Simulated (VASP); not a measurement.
Crystal: BN.

```
N B
1.0
     2.51479    0.00000    0.00000
    -1.25739    2.17787    0.00000
     0.00000    0.00000    6.67965
N B
2 2
Direct
  0.66667 0.33333 0.25000
  0.33333 0.66667 0.75000
  0.66667 0.33333 0.75000
  0.33333 0.66667 0.25000
```

This cell differs from its parent crystal: volume scaled by 1.02.

Program: VASP 6.6.1. Alike in all runs: task single point; no spin polarisation; cell as given; k mesh 12 × 12 × 4; cutoff (eV) 520; smearing fermi-dirac 0.05 eV.

Task: Order these runs on this cell by their pressure, lowest first.
A. level PBEsol; potentials or basis VASP PAW PBE potentials, release 64 (N, B)
B. level PBE; potentials or basis VASP PAW PBE potentials, release 64 (N, B)
C. level r2SCAN+D4; potentials or basis VASP PAW PBE potentials, release 64 (N, B)
D. level RPBE; potentials or basis VASP PAW PBE potentials, release 64 (N, B)
E. level LDA; potentials or basis VASP PAW LDA potentials, release 64 (N, B)

Result: E (-7.1 GPa), C (-4.3 GPa), A (-2.3 GPa), B (0.3 GPa), D (4.1 GPa).

Caveats: this functional lacks dispersion, which binds the layers, so the pressure and a relaxed spacing across them are unreliable (some runs); the PAW data sets were made with another functional, which shifts forces and pressure a little (some runs).
